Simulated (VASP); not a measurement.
Here is a VASP 6.6.1 calculation.

Contents of INCAR:

```
SYSTEM = GeIrRu3
PREC = Accurate
ENCUT = 520
EDIFF = 1E-6
ISMEAR = 0
SIGMA = 0.1
LREAL = .FALSE.
LASPH = .TRUE.
NELM = 150
ALGO = Normal
ISIF = 2
LWAVE = .FALSE.
LCHARG = .FALSE.
ISPIN = 2
MAGMOM = 0 1 1 1 1
LORBIT = 11
LMAXMIX = 4
GGA = PE
NBANDS = 44
```

Contents of KPOINTS:

```
regular mesh
0
G
  6 6 4
  0 0 0
```

Contents of POSCAR:

```
GeIrRu3
1.0
    5.1683969296      0.0000000000      0.0000000000
   -2.5841984648      4.4759630378      0.0000000000
    0.0000000000      0.0000000000      4.6851488675
Ge Ru Ir
1 3 1
Direct
    0.0000000000      0.0000000000      0.5000000000
    0.5000000000      0.0000000000      0.0000000000
    0.0000000000      0.5000000000      0.0000000000
    0.5000000000      0.5000000000      0.0000000000
    0.0000000000      0.0000000000      0.0000000000
```

Potentials or basis: VASP PAW PBE potentials, release 64 (Ge_d, Ru_pv, Ir).

Command:

```sh
$ cat potpaw_PBE.64/Ge_d/POTCAR potpaw_PBE.64/Ru_pv/POTCAR potpaw_PBE.64/Ir/POTCAR > POTCAR
$ mpirun -np 1 vasp_std > vasp.out
```

Q: Estimate the net moment.

A: 3.18 μB per cell.

Q: What does it give for the pressure?

A: 1.6 GPa.

Q: What does it give for the site moments?

A: Ge -0.03; Ru +0.89; Ir +0.29 μB.

Stress tensor (GPa, compression positive):
```
 2.35  0.00  0.00
 0.00  2.35  0.00
 0.00  0.00 -0.01
```
